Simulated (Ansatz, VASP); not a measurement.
**Sb in VASP and in Ansatz**

```
Sb
1.0
     3.33385    0.00000    0.00000
    -1.66692    2.88720    0.00000
     0.00000    0.00000   21.44410
Sb
3
Direct
  0.16667 0.33333 0.37724
  0.50000 0.00000 0.50000
  0.83333 0.66667 0.62276
```

Alike in both runs: task single point; functional LDA; k mesh 11 × 11 × 1; occupations fermi-dirac, width 0.1 eV; no spin polarisation.

|  | VASP | Ansatz |
| --- | --- | --- |
| version | VASP 6.6.1 | Ansatz 0.2.0 |
| potentials or method | VASP PAW LDA potentials, release 64 (Sb) | PAW with Ansatz's default frozen-core files, scalar-relativistic |
| plane-wave cutoff (eV) | 520 | 420 |
| valence electrons in the cell | 15 | 45 |

```tsv
	VASP	Ansatz	Ansatz less VASP
gap on the k mesh at the Fermi level (eV)	none	none	-
rms of the force components (eV/Å)	0.033	0.040	+0.0071
```

LDA's correlation is that of Perdew and Zunger in VASP and of Perdew and Wang (1992) in Ansatz. Atom by atom the forces differ by 0.007 eV/Å (rms over components). A gap of «none» marks a metal or a gap that the smearing closes. VASP's potentials hold 15 valence electrons a cell and Ansatz's 45, so a difference there can come from the potentials and not from the codes. Ansatz's warnings: slab cell height set, xc potential rough in thin density.

Spin-orbit coupling is off throughout.
